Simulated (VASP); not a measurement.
## SnTe2: single point with r2SCAN+rVV10

SnTe2:

```
CELL_PARAMETERS angstrom
-3.09596 3.09596 4.82199
3.09596 -3.09596 4.82199
3.09596 3.09596 -4.82199
ATOMIC_POSITIONS crystal
Sn 0.75000 0.25000 0.50000
Sn 0.00000 0.00000 0.00000
Te 0.43472 0.93472 0.50000
Te 0.68472 0.68472 0.00000
Te 0.31528 0.31528 0.00000
Te 0.06528 0.56528 0.50000
```

```yaml
Program: VASP 6.6.1
Task: single point
Functional: r2SCAN
Dispersion: rVV10
Potentials_or_basis: VASP PAW PBE potentials, release 64 (Sn_d, Te)
Cutoff: 520 eV
k_mesh: 6 × 6 × 6
Occupations: fermi-dirac, width 0.03 eV
Spin: no spin polarisation
```

The pressure is 0.2 GPa. The largest force is 0.013 eV/Å and the band gap on the k mesh is zero (bands 26 and 27 overlap by 1.47 eV).

Forces on the atoms (eV/Å):
```
Sn   0.000  0.000  0.000
Sn   0.000  0.000  0.000
Te   0.000  0.000 -0.013
Te   0.000  0.000 -0.013
Te   0.000  0.000  0.013
Te   0.000  0.000  0.013
```

Levels at points of the mesh, in eV from the Fermi level:
```csv
k point,band 23,band 24,band 25,band 26,band 27,band 28,band 29,band 30
"(0.00, 0.00, 0.00)",-3.77,-3.45,-0.58,0.00,1.33,1.33,2.80,4.19
"(0.50, 0.00, 0.00)",-2.00,-0.85,-0.52,0.27,0.50,0.66,1.57,1.99
"(0.50, 0.50, 0.00)",-0.78,-0.78,-0.64,-0.64,-0.13,-0.13,1.13,1.13
"(0.50, 0.50, 0.50)",-2.33,-2.33,-1.93,-1.93,0.81,0.81,3.01,3.01
```

Run time: 14 min on 1 thread of AMD EPYC 7R13 Processor (Zen 3), with other jobs on the host, peak memory 0.82 GiB.

Caveat: the PAW data sets were made with another functional, which shifts forces and pressure a little; spin-orbit coupling is left out, which moves the levels of the heavy elements.
